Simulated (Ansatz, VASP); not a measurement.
**AlGa3N4 in VASP and in Ansatz**

The input POSCAR:

```
AlGa3N4
1.0
    4.4716853600      0.0000000000      0.0000000000
    0.0000000000      4.4716853600      0.0000000000
    0.0000000000      0.0000000000      4.4716853600
Al Ga N
1 3 4
Direct
    0.0000000000      0.0000000000      0.0000000000
    0.5000000000      0.5000000000      0.0000000000
    0.5000000000      0.0000000000      0.5000000000
    0.0000000000      0.5000000000      0.5000000000
    0.7557144200      0.7557144200      0.2442855800
    0.7557144200      0.2442855800      0.7557144200
    0.2442855800      0.7557144200      0.7557144200
    0.2442855800      0.2442855800      0.2442855800
```

File INCAR.step1:

```
SYSTEM = AlGa3N4
ALGO = Normal ; EDIFF = 1E-5
ENCUT = 910 ; GGA = PE
GGA_COMPAT = .FALSE. ; ISMEAR = 0
LASPH = .TRUE. ; LCHARG = .FALSE.
LREAL = .FALSE. ; LWAVE = .TRUE.
NBANDS = 41 ; NELM = 120
PREC = Accurate ; SIGMA = 0.05
```

Contents of INCAR.step2:

```
SYSTEM = AlGa3N4
ALGO = Normal ; EDIFF = 1E-6
ENCUT = 910 ; GGA_COMPAT = .FALSE.
ISIF = 2 ; ISMEAR = 0
ISTART = 1 ; LASPH = .TRUE.
LCHARG = .TRUE. ; LELF = .TRUE.
LMIXTAU = .TRUE. ; LREAL = .FALSE.
LVHAR = .TRUE. ; LWAVE = .FALSE.
METAGGA = R2SCAN ; NBANDS = 41
NELM = 120 ; PREC = Accurate
SIGMA = 0.05
```

The input KPOINTS:

```
k-points
0
G
  6 6 6
  0 0 0
```

Input for Ansatz:

```yaml
crystal:
  lattice:
    - [4.47168536, 0.0, 0.0]
    - [0.0, 4.47168536, 0.0]
    - [0.0, 0.0, 4.47168536]
  atoms:
    - { symbol: Al, position: [0.0, 0.0, 0.0] }
    - { symbol: Ga, position: [0.5, 0.5, 0.0] }
    - { symbol: Ga, position: [0.5, 0.0, 0.5] }
    - { symbol: Ga, position: [0.0, 0.5, 0.5] }
    - { symbol: "N", position: [0.75571442, 0.75571442, 0.24428558] }
    - { symbol: "N", position: [0.75571442, 0.24428558, 0.75571442] }
    - { symbol: "N", position: [0.24428558, 0.75571442, 0.75571442] }
    - { symbol: "N", position: [0.24428558, 0.24428558, 0.24428558] }
basis:
  ecutwfc: 500
kpoints:
  mp_grid: { grid: [6, 6, 6] }
hamiltonian:
  xc: r2scan
scf:
  occupations: { method: gaussian, width: 0.05 }
output:
  forces: true
  stress: true
  eigenvalues: true
```

Alike in both runs: task single point; functional r2SCAN; k mesh 6 × 6 × 6; occupations gaussian, width 0.05 eV; no spin polarisation.

```csv
,VASP,Ansatz
version,VASP 6.6.1,Ansatz 0.2.0
potentials or method,"VASP PAW PBE potentials, release 64 (Al, Ga_d, N_h), cutoff 910 eV","scalar-relativistic, plane waves, PAW"
valence electrons in the cell,62,62
```

|  | VASP | Ansatz | Ansatz less VASP |
| --- | --- | --- | --- |
| gap on the k mesh at the Fermi level (eV) | 2.79 | 2.79 | +0.002 |
| least direct gap on the mesh (eV) | 2.79 | 2.79 | +0.002 |
| rms of the force components (eV/Å) | 0.003 | 0.030 | +0.0274 |

VASP's potentials were made for PBE, not for r2SCAN. Atom by atom the forces differ by 0.033 eV/Å (rms over components).

Noted on VASP's run: the cutoff is under 1.25 times that of the potentials, so the pressure is a little rough.
